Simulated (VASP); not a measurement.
# Ti: density of states with PBE

The system is Ti.

```
Ti
1.0
    -1.62984    1.62984    1.62984
     1.62984   -1.62984    1.62984
     1.62984    1.62984   -1.62984
Ti
1
Direct
  0.00000 0.00000 0.00000
```

- Program: VASP 6.6.1
- Task: density of states
- Functional: PBE
- Potentials or basis: VASP PAW PBE potentials, release 64 (Ti_sv)
- Cutoff: 520 eV
- k mesh: 16 × 16 × 16
- Occupations: fermi-dirac, width 0.1 eV
- Spin: no spin polarisation
- Dipole correction: no
- k mesh for the DOS: 24 × 24 × 24
- Occupations for the DOS: tetrahedron
- Further INCAR settings: ALGO = Normal; EDIFF = 1e-07

- Valence electrons inside the program's atomic spheres: Ti 10.27

Levels at points of the mesh, in eV from the Fermi level:
| k point | band 2 | band 3 | band 4 | band 5 | band 6 | band 7 | band 8 | band 9 | band 10 |
| --- | --- | --- | --- | --- | --- | --- | --- | --- | --- |
| (0.00, 0.00, 0.00) | -32.38 | -32.38 | -32.38 | -5.96 | 0.99 | 0.99 | 0.99 | 2.76 | 2.76 |
| (0.50, 0.00, 0.00) | -33.05 | -32.59 | -32.38 | -2.46 | -0.40 | 1.15 | 2.74 | 3.10 | 4.28 |
| (0.50, 0.50, 0.50) | -32.84 | -32.84 | -32.84 | -2.11 | -2.11 | 3.93 | 3.93 | 3.93 | 8.40 |

Run time: 4.4 min on 1 thread of AMD EPYC 7R13, with other jobs on the host, peak memory 0.19 GiB.
